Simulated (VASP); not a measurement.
# MoS2 (P-3m1) in VASP: further runs

Runs on MoS2. Level: LDA. Tasks: single point.

All numbers are computed with VASP 6.6.1; they aren't measurements. Logs are shortened: lines on timing, memory, paths and dates and some standing lists are left out, and cuts for length are marked.

### 1 The cell of the first run

The structure is trigonal, space group P-3m1 (No. 164). Conventional cell: a = 3.227 Å, b = 3.227 Å, c = 6.312 Å, α = 90.00°, β = 90.00°, γ = 120.00°. Within 3.2 Å of Mo (site symmetry -3m) lie 6 S at 2.42 Å. S (site symmetry 3m) has 3 Mo at 2.42 Å within 3.2 Å.

### 2 Single point, LDA

Input file INCAR:

```
SYSTEM = MoS2
PREC = Accurate
ENCUT = 500
EDIFF = 1E-6
ISMEAR = -1
SIGMA = 0.1
LREAL = .False.
LASPH = .True.
NELM = 120
ALGO = Normal
ISIF = 2
LWAVE = .False.
LCHARG = .False.
NBANDS = 20
GGA_COMPAT = .False.
```

Input file KPOINTS:

```
regular mesh
0
Gamma
  3 3 2
  0 0 0
```

Input file POSCAR:

```
MoS2
1.0
    3.2274600000      0.0000000000      0.0000000000
   -1.6137300000      2.7950700000      0.0000000000
    0.0000000000      0.0000000000      6.3124700000
Mo S
1 2
Direct
    0.0000000000      0.0000000000      0.5000000000
    0.3333333333      0.6666666667      0.2553200000
    0.6666666667      0.3333333333      0.7446800000
```

Potentials or basis: VASP PAW LDA potentials, release 64 (Mo_sv, S).

Command:

```bash
$ cat potpaw_LDA.64/Mo_sv/POTCAR potpaw_LDA.64/S/POTCAR > POTCAR
$ mpirun -np 1 vasp_std > vasp.out
```

OUTCAR:

```text
SYSTEM = MoS2
   PREC = Accurate
   ENCUT = 500
   EDIFF = 1E-6
   ISMEAR = -1
   LREAL = .False.
   LASPH = .True.
   NELM = 120
   ISIF = 2

 ion  position               nearest neighbor table
   1  0.000  0.000  0.500-   2 2.42   3 2.42   3 2.42   2 2.42   3 2.42   2 2.42
   2  0.333  0.667  0.255-   1 2.42   1 2.42   1 2.42
   3  0.667  0.333  0.745-   1 2.42   1 2.42   1 2.42

  LATTYP: Found a hexagonal cell.
 ALAT       =     3.2274600000
 C/A-ratio  =     1.9558631246

  Lattice vectors:

 A1 = (   3.2274600000,   0.0000000000,   0.0000000000)
 A2 = (  -1.6137300000,   2.7950700000,   0.0000000000)
 A3 = (   0.0000000000,   0.0000000000,   6.3124700000)

Analysis of symmetry for initial positions (statically):
=====================================================================
 Subroutine PRICEL returns:
 Original cell was already a primitive cell.

 Routine SETGRP: Setting up the symmetry group for a
 hexagonal supercell.

 Subroutine GETGRP returns: Found 12 space group operations
 (whereof 12 operations were pure point group operations)
 out of a pool of 24 trial point group operations.

The static configuration has the point symmetry D_3d.

Analysis of symmetry for dynamics (positions and initial velocities):
=====================================================================
 Subroutine PRICEL returns:
 Original cell was already a primitive cell.

 Routine SETGRP: Setting up the symmetry group for a
 hexagonal supercell.

 Subroutine GETGRP returns: Found 12 space group operations
 (whereof 12 operations were pure point group operations)
 out of a pool of 24 trial point group operations.

The dynamic configuration has the point symmetry D_3d.

 Subroutine INISYM returns: Found 12 space group operations
 (whereof 12 operations are pure point group operations),
 and found     1 'primitive' translations

----------------------------------------------------------------------------------------

                                     Primitive cell

  volume of cell :      56.9446

  direct lattice vectors                    reciprocal lattice vectors
     3.227460000  0.000000000  0.000000000     0.309841175  0.178886396  0.000000000
    -1.613730000  2.795070000  0.000000000     0.000000000  0.357772793  0.000000000
     0.000000000  0.000000000  6.312470000     0.000000000  0.000000000  0.158416594

  length of vectors
     3.227460000  3.227466625  6.312470000     0.357773527  0.357772793  0.158416594

  position of ions in fractional coordinates (direct lattice)
     0.000000000  0.000000000  0.500000000
     0.333333333  0.666666667  0.255320000
     0.666666667  0.333333333  0.744680000

  ion indices of the primitive-cell ions
   primitive index   ion index
                 1           1
                 2           2
                 3           3

----------------------------------------------------------------------------------------

 KPOINTS: regular mesh

Automatic generation of k-mesh.
 Grid dimensions read from file:
 generate k-points for:    3    3    2

 Generating k-lattice:

  Cartesian coordinates                     Fractional coordinates (reciprocal lattice)
     0.103280392  0.059628799  0.000000000     0.333333333  0.000000000  0.000000000
     0.000000000  0.119257598  0.000000000     0.000000000  0.333333333  0.000000000
     0.000000000  0.000000000  0.079208297     0.000000000  0.000000000  0.500000000

  Length of vectors
     0.119257842  0.119257598  0.079208297

  Shift w.r.t. Gamma in fractional coordinates (k-lattice)
     0.000000000  0.000000000  0.000000000

 Subroutine IBZKPT returns following result:
 ===========================================

 Found      6 irreducible k-points:

 Following reciprocal coordinates:
            Coordinates               Weight
  0.000000  0.000000  0.000000      1.000000
  0.333333 -0.000000  0.000000      6.000000
  0.333333  0.333333  0.000000      2.000000
  0.000000  0.000000  0.500000      1.000000
  0.333333 -0.000000  0.500000      6.000000
  0.333333  0.333333  0.500000      2.000000
   k-points           NKPTS =      6   k-points in BZ     NKDIM =      6   number of bands    NBANDS=     20
   number of dos      NEDOS =    301   number of ions     NIONS =      3
   total plane-waves  NPLWV =  27648
   dimension x,y,z NGX =    24 NGY =   24 NGZ =   48
   dimension x,y,z NGXF=    48 NGYF=   48 NGZF=   96
   ions per type =               1   2
   NGX,Y,Z   is equivalent  to a cutoff of  12.36, 12.36, 12.64 a.u.
   NGXF,Y,Z  is equivalent  to a cutoff of  24.72, 24.72, 25.28 a.u.
 SYSTEM =  MoS2
   PREC   = accura    normal or accurate (medium, high low for compatibility)
   ISTART =      0    job   : 0-new  1-cont  2-samecut
   ICHARG =      2    charge: 1-file 2-atom 10-const
   ISPIN  =      1    spin polarized calculation?
   LNONCOLLINEAR =      F non collinear calculations
   LSORBIT =      F    spin-orbit coupling
   LASPH  =      T    aspherical Exc in radial PAW
   ENCUT  =  500.0 eV  36.75 Ry    6.06 a.u.   5.88  5.88 11.51*2*pi/ulx,y,z
   NELM   =    120;   NELMIN=  2; NELMDL= -5     # of ELM steps
   EDIFF  = 0.1E-05   stopping-criterion for ELM
   LREAL  =      F    real-space projection
   EDIFFG = 0.1E-04   stopping-criterion for IOM
   NSW    =      0    number of steps for IOM
   IBRION =     -1    ionic relax: 0-MD 1-quasi-New 2-CG
   NFREE  =      0    steps in history (QN), initial steepest desc. (CG)
   ISIF   =      2    stress and relaxation
   ISYM   =      2    0-nonsym 1-usesym 2-fastsym
   POTIM  = 0.5000    time-step for ionic-motion
   TEBEG  =    0.0;   TEEND  =   0.0 temperature during run
   PSTRESS=    0.0 pullay stress
   NELECT =      26.0000    total number of electrons
   NUPDOWN=      -1.0000    fix difference up-down
   EMIN   =  10.00;   EMAX   =-10.00  energy-range for DOS
   EFERMI =   0.00;   METHOD = LEGACY
   ISMEAR =    -1;   SIGMA  =   0.10  broadening in eV -4-tet -1-fermi 0-gaus
   EFERMI_NEDOS =   21; number of points for ismear=-14 and -15
   IALGO  =     38    algorithm
   IMIX   =      4    mixing-type and parameters
     AMIX     =   0.40;   BMIX     =  1.00
     AMIX_MAG =   1.60;   BMIX_MAG =  1.00
  volume/ion in A,a.u.               =      18.98       128.09
  Fermi-wavevector in a.u.,A,eV,Ry     =   1.260613  2.382212 21.621619  1.589144
  Thomas-Fermi vector in A             =   2.394113
   LORBIT       =      0    0 simple, 1 ext, 2 COOP (PROOUT), +10 PAW based schemes
   GGA     = CA    functional components
   LHFCALC =     F    Hartree Fock is set to
   AEXX    =    0.0000 exact exchange contribution
   IVDW    =     0    specifies the selected vdW correction
   LEPSILON=     F    determine dielectric tensor
   LRPA    =     F    only Hartree local field effects (RPA)
 non-spin polarized calculation
  energy-cutoff  :      500.00
  volume of cell :       56.94
 maximum number of plane-waves:      1452
 NGX is ok and might be reduce to    24
   NGX = 11   NGY = 11   NGZ = 23

 number of electron      25.9999998 magnetization

 Free energy of the ion-electron system (eV)
  ---------------------------------------------------
  ext. energy  EPLUGINS =         0.00000000
  ---------------------------------------------------
  free energy    TOTEN  =       -23.68162970 eV

  energy without entropy =      -23.65377069  energy(sigma->0) =      -23.66770019

 E-fermi :   6.8248     XC(G=0): -10.7602

 val. band max:        6.6609262137   @ k =   0.0000   0.0000   0.5000
 cond. band min:       7.0778046409   @ k =   0.3333   0.3333   0.5000
 fundamental gap:      0.4168784271
 Fermi energy:         6.8247949369

 k-point     1 :       0.0000    0.0000    0.0000
  band No.  band energies     occupation
      1     -54.7491      2.00000
      2     -28.9887      2.00000
      3     -28.9253      2.00000
      4     -28.9253      2.00000
      5      -7.9445      2.00000
      6      -6.4654      2.00000
[... 12 lines left out ...]
     19      12.7795      0.00000
     20      16.3617      0.00000

 k-point     2 :       0.3333   -0.0000    0.0000
  band No.  band energies     occupation
      1     -54.7249      2.00000
      2     -29.1738      2.00000
      3     -28.9829      2.00000
      4     -28.9396      2.00000
      5      -6.6289      2.00000
      6      -6.1272      2.00000
[... 12 lines left out ...]
     19      13.7625      0.00000
     20      14.4857      0.00000

 k-point     3 :       0.3333    0.3333    0.0000
  band No.  band energies     occupation
      1     -54.7127      2.00000
      2     -29.1545      2.00000
      3     -29.1545      2.00000
      4     -28.9152      2.00000
      5      -5.8253      2.00000
      6      -5.8253      2.00000
[... 12 lines left out ...]
     19      15.8849      0.00000
     20      15.8849      0.00000

 k-point     4 :       0.0000    0.0000    0.5000
  band No.  band energies     occupation
      1     -54.7490      2.00000
      2     -28.9888      2.00000
      3     -28.9253      2.00000
      4     -28.9253      2.00000
      5      -7.7536      2.00000
      6      -6.7764      2.00000
[... 12 lines left out ...]
     19      14.3118      0.00000
     20      15.4534      0.00000

 k-point     5 :       0.3333   -0.0000    0.5000
  band No.  band energies     occupation
      1     -54.7249      2.00000
      2     -29.1738      2.00000
      3     -28.9829      2.00000
      4     -28.9397      2.00000
      5      -6.5738      2.00000
      6      -6.1852      2.00000
[... 12 lines left out ...]
     19      13.3634      0.00000
     20      14.9839      0.00000

 k-point     6 :       0.3333    0.3333    0.5000
  band No.  band energies     occupation
      1     -54.7127      2.00000
      2     -29.1545      2.00000
      3     -29.1545      2.00000
      4     -28.9152      2.00000
      5      -5.8292      2.00000
      6      -5.8292      2.00000
[... 12 lines left out ...]
     19      14.4029      0.00000
     20      14.4029      0.00000

------------------------ aborting loop because EDIFF is reached ----------------------------------------

  FORCE on cell =-STRESS in cart. coord.  units (eV):
  Direction    XX          YY          ZZ          XY          YZ          ZX
  --------------------------------------------------------------------------------------
  -------------------------------------------------------------------------------------
  Total       -1.8912115     -1.8912219     -2.1404491     -0.0000000     -0.0000000      0.0000000
  in kB      -53.2105564    -53.2108477    -60.2230295     -0.0000000     -0.0000000      0.0000000
  external PRESSURE =     -55.5481446 kB  Pullay stress =       0.0000000 kB

 VOLUME and BASIS-vectors are now :
 -----------------------------------------------------------------------------
  energy-cutoff  :      500.00
  volume of cell :       56.94
      direct lattice vectors                 reciprocal lattice vectors
     3.227460000  0.000000000  0.000000000     0.309841175  0.178886396  0.000000000
    -1.613730000  2.795070000  0.000000000     0.000000000  0.357772793  0.000000000
     0.000000000  0.000000000  6.312470000     0.000000000  0.000000000  0.158416594

 POSITION                                       TOTAL-FORCE (eV/Angst)
 -----------------------------------------------------------------------------------
      0.00000      0.00000      3.15624        -0.000000      0.000000     -0.000000
     -0.00000      1.86338      1.61170         0.000000     -0.000000      0.594518
      1.61373      0.93169      4.70077        -0.000000      0.000000     -0.594518
 -----------------------------------------------------------------------------------
    total drift:                                0.000000      0.000000      0.000000

  FREE ENERGIE OF THE ION-ELECTRON SYSTEM (eV)
  ---------------------------------------------------
  free  energy   TOTEN  =       -23.6816296981 eV

  energy  without entropy=      -23.6537706909  energy(sigma->0) =      -23.66770019
```

Run time: 6.3 s. Hardware: 1 thread of Intel Xeon Platinum 8488C (Sapphire Rapids), shared host; peak memory 0.14 GiB.

What came out:

```yaml
Free_energy: -23.6816 eV
Pressure: -5.6 GPa
Largest_force: 0.595 eV/Å
Band_gap_on_the_k_mesh: zero (band 13 reaches 7.30 eV, above the bottom of band 14 at 6.48 eV)
```

Forces in eV/Å, atoms in the order of the input:
```
Mo   0.000  0.000  0.000
S    0.000  0.000  0.595
S    0.000  0.000 -0.595
```

Stress tensor (GPa, compression positive):
```
-5.32  0.00  0.00
 0.00 -5.32  0.00
 0.00  0.00 -6.02
```

Levels at points of the mesh, in eV from the Fermi level:
```
           k point  band 11  band 12  band 13  band 14  band 15  band 16
(0.00, 0.00, 0.00)    -1.21    -1.06    -1.06    -0.28    -0.28     3.16
(0.00, 0.00, 0.50)    -1.07    -1.07    -0.35    -0.35    -0.16     3.33
```

Caveat: the k points lie up to 0.75 Å⁻¹ apart.

### 3 Single point, LDA

Input file INCAR:

```
SYSTEM = MoS2
  ALGO = Normal
  EDIFF = 1E-6
  ENCUT = 500
  GGA = CA
  GGA_COMPAT = .False.
  ISIF = 2
  ISMEAR = -1
  LASPH = .True.
  LCHARG = .False.
  LREAL = .False.
  LWAVE = .False.
  NBANDS = 20
  NELM = 120
  PREC = Accurate
  SIGMA = 0.1
```

Input file KPOINTS:

```
k-points
0
Gamma
  4 4 2
  0 0 0
```

POSCAR is that of step 2.

Potentials or basis: VASP PAW LDA potentials, release 64 (Mo_sv, S).

Command:

```bash
$ cat potpaw_LDA.64/Mo_sv/POTCAR potpaw_LDA.64/S/POTCAR > POTCAR
$ mpirun -np 1 vasp_std > vasp.out
```

Wall time 6.9 s (1 thread of Intel Xeon Platinum 8488C (Sapphire Rapids), shared host); peak memory 0.14 GiB.

It converged, with:

* Free energy: -23.4951 eV
* Pressure: -5.2 GPa
* Largest force: 0.294 eV/Å
* Band gap on the k mesh: zero (band 13 reaches 6.69 eV, above the bottom of band 14 at 6.43 eV)

Forces in eV/Å, atoms in the order of the input:
```
Mo   0.000  0.000  0.000
S    0.000  0.000  0.294
S    0.000  0.000 -0.294
```

Stress tensor (GPa, compression positive):
```
-5.18  0.00  0.00
 0.00 -5.18  0.00
 0.00  0.00 -5.29
```

Levels at points of the mesh, in eV from the Fermi level:
| k point | band 10 | band 11 | band 12 | band 13 | band 14 | band 15 | band 16 | band 17 |
| --- | --- | --- | --- | --- | --- | --- | --- | --- |
| (0.00, 0.00, 0.00) | -1.74 | -1.06 | -0.91 | -0.91 | -0.20 | -0.20 | 3.27 | 3.27 |
| (0.50, 0.00, 0.00) | -4.02 | -3.11 | -1.67 | -1.66 | 0.97 | 1.73 | 3.70 | 3.79 |
| (0.00, 0.00, 0.50) | -3.56 | -0.92 | -0.92 | -0.27 | -0.27 | -0.02 | 3.43 | 3.43 |
| (0.50, 0.00, 0.50) | -4.07 | -2.29 | -2.07 | -1.50 | 0.97 | 1.75 | 3.36 | 4.52 |

Caveat: the k points lie up to 0.56 Å⁻¹ apart.

[end of part 1 of 2]
